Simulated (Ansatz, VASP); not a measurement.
Two plane-wave programs on WSe2

```
W Se
1.0
     3.33409    0.00000    0.00000
    -1.66705    2.88741    0.00000
     0.00000    0.00000   16.66031
W Se
1 2
Direct
  0.00000 0.00000 0.00000
  0.33333 0.66667 0.09993
  0.33333 0.66667 0.90007
```

Change from the starting cell: mode 9 frozen in at +0.000 Å, equal normal strain along x and y +0.0267.

Alike in both runs: task single point; functional LDA; k mesh 9 × 9 × 2; occupations gaussian, width 0.05 eV; no spin polarisation.

|  | VASP | Ansatz |
| --- | --- | --- |
| version | VASP 6.6.1 | Ansatz 0.2.0 |
| potentials or method | VASP PAW LDA potentials, release 64 (W_sv, Se), cutoff 500 eV | scalar-relativistic, plane waves, PAW |
| valence electrons in the cell | 26 | 46 |

```csv
,VASP,Ansatz,Ansatz less VASP
gap on the k mesh at the Fermi level (eV),1.47,1.47,-0.003
least direct gap on the mesh (eV),1.47,1.47,-0.003
rms of the force components (eV/Å),0.223,0.266,+0.0428
```

Ansatz warns that its potentials were made for another functional, while VASP's fit it. LDA's correlation is that of Perdew and Zunger in VASP and of Perdew and Wang (1992) in Ansatz. Atom by atom the forces differ by 0.043 eV/Å (rms over components). VASP's potentials hold 26 valence electrons a cell and Ansatz's 46, so a difference there can come from the potentials and not from the codes.

Neither program's run includes spin-orbit coupling.
